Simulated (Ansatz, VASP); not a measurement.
Two plane-wave programs on Si4Ru

```
Si Ru
1.0
     4.60230    0.00000    0.00000
     0.00000    4.60230    0.00000
     0.00000    0.00000    4.60230
Si Ru
4 1
Cartesian
  0.0000 2.3012 2.3012
  2.3012 2.3012 0.0000
  2.3012 0.0000 2.3012
  0.0000 0.0000 0.0000
  2.3012 2.3012 2.3012
```

Change from the starting cell: species swapped into the Fe4N type (Pm-3m, No. 221).

Alike in both runs: functional PBE; k mesh 4 × 4 × 4; occupations gaussian, width 0.1 eV; no spin polarisation.

Ansatz relaxed the structure, and its values are those at the end. VASP's run is a single point on that final structure, the one shown.

|  | VASP | Ansatz |
| --- | --- | --- |
| version | VASP 6.6.1 | Ansatz 0.2.0 |
| potentials or method | VASP PAW PBE potentials, release 64 (Si, Ru_pv), cutoff 520 eV | scalar-relativistic, plane waves, PAW |
| valence electrons in the cell | 30 | 32 |

```tsv
	VASP	Ansatz	Ansatz less VASP
gap on the k mesh at the Fermi level (eV)	none	none	-
pressure (GPa)	0.0	0.0	-0.02
```

A gap of «none» marks a metal or a gap that the smearing closes. With one functional, cell and mesh, what is left measures potentials, basis and numerics. VASP's potentials hold 30 valence electrons a cell and Ansatz's 32, so a difference there can come from the potentials and not from the codes.
